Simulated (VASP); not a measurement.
CoO: single point with PBEsol

The system is CoO.

```
Co O
1.0
     3.19765    0.00000    0.00000
    -1.59882    2.76924    0.00000
     0.00000    0.00000    5.22871
Co O
2 2
Direct
  0.00000 0.00000 0.00347
  0.33333 0.66667 0.50336
  0.00000 0.00000 0.37161
  0.33333 0.66667 0.87156
```

```json
{"Program": "VASP 6.6.1", "Task": "single point", "Functional": "PBEsol", "Potentials or basis": "VASP PAW PBE potentials, release 64 (Co, O)", "Cutoff": "520 eV", "k mesh": "18 × 18 × 8", "Occupations": "gaussian, width 0.1 eV", "Spin": "collinear spin, ferromagnetic start", "Starting moments": "[4.5, 4.5, 0.0, 0.0] μB", "Dipole correction": "no", "Further INCAR settings": "ALGO = Fast; EDIFF = 1e-06; NBANDS = 27"}
```

```json
{"Pressure": "-7.5 GPa", "Largest force": "0.267 eV/Å", "Net moment": "5.79 μB per cell", "Site moments": "Co +2.47; O +0.32 μB", "Valence electrons inside the program's atomic spheres": "Co 7.98; O 4.96"}
```

Forces on the atoms (eV/Å):
```
Co   0.000  0.000 -0.267
Co   0.000  0.000 -0.261
O    0.000  0.000  0.264
O    0.000  0.000  0.264
```

Stress tensor (GPa, compression positive):
```
-8.71  0.00  0.00
 0.00 -8.71  0.00
 0.00  0.00 -5.19
```

Levels at points of the mesh, in eV from the Fermi level:
Spin up:
```tsv
k point	band 16	band 17	band 18	band 19	band 20	band 21
(0.00, 0.00, 0.00)	-0.05	0.21	0.23	0.23	5.32	6.96
(0.50, 0.00, 0.00)	-1.72	-0.64	-0.52	5.55	5.91	7.06
(0.00, 0.00, 0.50)	-0.24	-0.24	-0.24	2.58	2.58	9.87
(0.50, 0.00, 0.50)	-1.16	-1.11	-1.11	5.31	5.31	7.90
```
Spin down:
```
           k point  band 10  band 11  band 12  band 13  band 14  band 15
(0.00, 0.00, 0.00)    -0.74    -0.15    -0.15     0.12     0.59     1.53
(0.50, 0.00, 0.00)    -0.67    -0.22    -0.07     0.08     0.16     0.70
(0.00, 0.00, 0.50)    -0.40    -0.40    -0.40     1.12     1.12     2.01
(0.50, 0.00, 0.50)    -0.26    -0.15    -0.15     0.01     0.01     1.21
```

Run time: 14 min on 1 thread of Oxide Virtual Turin-like Processor (shared host), peak memory 0.5 GiB.

Caveat: the cell stands under tension; the PAW data sets were made with another functional, which shifts forces and pressure a little; semilocal functionals often make such compounds metallic where correlation or magnetic order opens a gap, which also shifts bond lengths. With open d or f shells a metallic result of PBEsol can be an artefact of self-interaction; +U or a hybrid may open a gap.
